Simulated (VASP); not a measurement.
Here is a VASP 6.6.1 calculation.

INCAR

```
SYSTEM = CdH2O2
ALGO = Normal
EDIFF = 1E-6
ENCUT = 600
GGA = PS
GGA_COMPAT = .False.
ISIF = 2
ISMEAR = 0
LASPH = .True.
LCHARG = .False.
LREAL = .False.
LWAVE = .False.
NBANDS = 25
NELM = 120
PREC = Accurate
SIGMA = 0.01
```

KPOINTS

```
k-points
0
Gamma
  6 6 4
  0 0 0
```

The input POSCAR:

```
CdH2O2
1.0
    3.5617881857      0.0000000000      0.0000000000
   -1.7808940929      3.0845990527      0.0000000000
    0.0000000000      0.0000000000      4.7040781294
Cd H O
1 2 2
Direct
    0.0000000000      0.0000000000      0.0000000000
    0.6666666667      0.3333333333      0.5509607200
    0.3333333333      0.6666666667      0.4490392800
    0.6666666667      0.3333333333      0.7593720000
    0.3333333333      0.6666666667      0.2406280000
```

Potentials or basis: VASP PAW PBE potentials, release 64 (Cd_sv_GW, H, O).

Run with:

```console
$ cat potpaw_PBE.64/Cd_sv_GW/POTCAR potpaw_PBE.64/H/POTCAR potpaw_PBE.64/O/POTCAR > POTCAR
$ mpirun -np 1 vasp_std > vasp.out
```

(1) Estimate the pressure.

(2) Estimate the largest force.

(3) What does it give for the band gap on the k mesh?

## Answers

(1) -4.9 GPa.

(2) 0.403 eV/Å.

(3) 1.51 eV, indirect (least direct gap 1.85 eV).

Caveat: the PAW data sets were made with another functional, which shifts forces and pressure a little.
